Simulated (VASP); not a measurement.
# MgS (Niningerite) (Fm-3m) in VASP: a series of runs, part 2 of 2

VASP 6.6.1. Earlier steps stand in the parts before.

**5. Single point, LDA**

INCAR reads:

```
SYSTEM = MgS
ALGO     = Normal         ! electronic algorithm
EDIFF    = 1E-6           ! SCF threshold, eV
ENCUT    = 520            ! plane-wave cutoff, eV
ISIF     = 2              ! what is computed and relaxed
ISMEAR   = 0              ! smearing method
LASPH    = .True.         ! aspherical terms in the spheres
LCHARG   = .True.         ! write CHGCAR
LELF     = .True.         ! ELF
LREAL    = .False.        ! projectors in reciprocal space
LVHAR    = .True.       
LWAVE    = .False.        ! write WAVECAR
NBANDS   = 11             ! bands
NELM     = 80             ! most SCF steps
PREC     = Accurate       ! precision mode
SIGMA    = 0.005          ! smearing width, eV
```

KPOINTS reads:

```
k-points
0
Gamma
  7 7 7
  0 0 0
```

POSCAR reads:

```
MgS
1.0
    0.0000000000      2.6016500000      2.6016500000
    2.6016500000      0.0000000000      2.6016500000
    2.6016500000      2.6016500000      0.0000000000
S Mg
1 1
Direct
    0.5000000000      0.5000000000      0.5000000000
    0.0000000000      0.0000000000      0.0000000000
```

Potentials or basis: VASP PAW LDA potentials, release 64 (S, Mg).

On the command line:

```
> cat potpaw_LDA.64/S/POTCAR potpaw_LDA.64/Mg/POTCAR > POTCAR
> mpirun -np 1 vasp_std > vasp.out
```

OUTCAR:

```text
SYSTEM = MgS
   EDIFF = 1E-6
   ENCUT = 520
   ISIF = 2
   ISMEAR = 0
   LASPH = .True.
   LREAL = .False.
   NELM = 80
   PREC = Accurate

 ion  position               nearest neighbor table
   1  0.500  0.500  0.500-   2 2.60   2 2.60   2 2.60   2 2.60   2 2.60   2 2.60
   2  0.000  0.000  0.000-   1 2.60   1 2.60   1 2.60   1 2.60   1 2.60   1 2.60

  LATTYP: Found a face centered cubic cell.
 ALAT       =     5.2033000000

  Lattice vectors:

 A1 = (   0.0000000000,   2.6016500000,   2.6016500000)
 A2 = (   2.6016500000,   0.0000000000,   2.6016500000)
 A3 = (   2.6016500000,   2.6016500000,   0.0000000000)

Analysis of symmetry for initial positions (statically):
[... 33 lines left out ...]
                                     Primitive cell

  volume of cell :      35.2190

  direct lattice vectors                    reciprocal lattice vectors
     0.000000000  2.601650000  2.601650000    -0.192185728  0.192185728  0.192185728
     2.601650000  0.000000000  2.601650000     0.192185728 -0.192185728  0.192185728
     2.601650000  2.601650000  0.000000000     0.192185728  0.192185728 -0.192185728

  length of vectors
     3.679288715  3.679288715  3.679288715     0.332875446  0.332875446  0.332875446

  position of ions in fractional coordinates (direct lattice)
[... 8 lines left out ...]
----------------------------------------------------------------------------------------

 KPOINTS: k-points

Automatic generation of k-mesh.
 Grid dimensions read from file:
 generate k-points for:    7    7    7

 Generating k-lattice:

  Cartesian coordinates                     Fractional coordinates (reciprocal lattice)
    -0.027455104  0.027455104  0.027455104     0.142857143  0.000000000  0.000000000
     0.027455104 -0.027455104  0.027455104     0.000000000  0.142857143  0.000000000
     0.027455104  0.027455104 -0.027455104     0.000000000  0.000000000  0.142857143

  Length of vectors
     0.047553635  0.047553635  0.047553635

  Shift w.r.t. Gamma in fractional coordinates (k-lattice)
     0.000000000  0.000000000  0.000000000

 Subroutine IBZKPT returns following result:
[... 69 lines left out ...]
   GGA     = CA    functional components
   LHFCALC =     F    Hartree Fock is set to
   AEXX    =    0.0000 exact exchange contribution
   IVDW    =     0    specifies the selected vdW correction
   LEPSILON=     F    determine dielectric tensor
   LRPA    =     F    only Hartree local field effects (RPA)
 non-spin polarized calculation
 Gauss-broadening in eV      SIGMA  =   0.01
  energy-cutoff  :      520.00
  volume of cell :       35.22
 maximum number of plane-waves:       958
   NGX = 13   NGY = 13   NGZ = 13

 number of electron       8.0000000 magnetization

 Free energy of the ion-electron system (eV)
  ---------------------------------------------------
  ext. energy  EPLUGINS =         0.00000000
  ---------------------------------------------------
  free energy    TOTEN  =        -9.57065748 eV

  energy without entropy =       -9.57065748  energy(sigma->0) =       -9.57065748

 E-fermi :   3.6450     XC(G=0):  -9.9879

 val. band max:        3.5813134699   @ k =   0.0000   0.0000   0.0000
 cond. band min:       6.3540769971   @ k =   0.4286   0.4286   0.0000
 fundamental gap:      2.7727635272
 Fermi energy:         3.6450470185

 k-point     1 :       0.0000    0.0000    0.0000
  band No.  band energies     occupation
      1      -9.0591      2.00000
      2       3.5813      2.00000
      3       3.5813      2.00000
      4       3.5813      2.00000
      5       7.0729      0.00000
      6      11.4184      0.00000
      7      11.4184      0.00000
      8      11.4184      0.00000
      9      13.8466      0.00000
     10      13.8466      0.00000
     11      15.9345      0.00000
[... 253 lines left out ...]
 k-point    20 :      -0.2857    0.4286    0.1429
  band No.  band energies     occupation
      1      -7.3365      2.00000
      2       0.1346      2.00000
      3       0.1951      2.00000
      4       1.6858      2.00000
      5       8.3235      0.00000
      6      10.7285      0.00000
      7      12.0155      0.00000
      8      12.2204      0.00000
      9      16.3554      0.00000
     10      17.1498      0.00000
     11      20.1514      0.00000

------------------------ aborting loop because EDIFF is reached ----------------------------------------

  FORCE on cell =-STRESS in cart. coord.  units (eV):
  Direction    XX          YY          ZZ          XY          YZ          ZX
  --------------------------------------------------------------------------------------
  -------------------------------------------------------------------------------------
  Total       -0.8451437     -0.8451437     -0.8451437      0.0000000     -0.0000000      0.0000000
  in kB      -38.4471853    -38.4471853    -38.4471853      0.0000000     -0.0000000      0.0000000
  external PRESSURE =     -38.4471853 kB  Pullay stress =       0.0000000 kB

 VOLUME and BASIS-vectors are now :
 -----------------------------------------------------------------------------
  energy-cutoff  :      520.00
  volume of cell :       35.22
      direct lattice vectors                 reciprocal lattice vectors
     0.000000000  2.601650000  2.601650000    -0.192185728  0.192185728  0.192185728
     2.601650000  0.000000000  2.601650000     0.192185728 -0.192185728  0.192185728
     2.601650000  2.601650000  0.000000000     0.192185728  0.192185728 -0.192185728

 POSITION                                       TOTAL-FORCE (eV/Angst)
 -----------------------------------------------------------------------------------
      2.60165      2.60165      2.60165         0.000000      0.000000      0.000000
      0.00000      0.00000      0.00000        -0.000000     -0.000000      0.000000
 -----------------------------------------------------------------------------------
    total drift:                                0.000000      0.000000      0.000000

  FREE ENERGIE OF THE ION-ELECTRON SYSTEM (eV)
  ---------------------------------------------------
  free  energy   TOTEN  =        -9.5706574834 eV

  energy  without entropy=       -9.5706574834  energy(sigma->0) =       -9.57065748
```

Wall time 17 s (1 thread of AMD EPYC 7R13, shared host); peak memory 0.11 GiB.

What came out:

* Free energy: -9.5707 eV
* Pressure: -3.8 GPa
* Band gap on the k mesh: 2.77 eV, indirect (least direct gap 3.49 eV)

Levels at points of the mesh, in eV from the valence-band top:
```csv
k point,band 1,band 2,band 3,band 4,band 5,band 6,band 7,band 8,band 9
"(0.00, 0.00, 0.00)",-12.64,0.00,0.00,0.00,3.49,7.84,7.84,7.84,10.27
```

A k mesh can miss the band edges.

**6. Overview**

```tsv
smearing	gap on the mesh (eV)	pressure (GPa)
gaussian 0.05 eV	2.77	-3.8
gaussian 0.025 eV	2.77	-3.8
gaussian 0.01 eV	2.77	-3.8
gaussian 0.005 eV	2.77	-3.8
```

Alike in all rows: task single point; level LDA; potentials or basis VASP PAW LDA potentials, release 64 (S, Mg); no spin polarisation; cell as given; k mesh 7 × 7 × 7; cutoff (eV) 520.

On the cell as given the gap runs from 2.77 eV (LDA) to 2.77 eV (LDA).

Absolute energies hang on the potentials; compare differences alone.
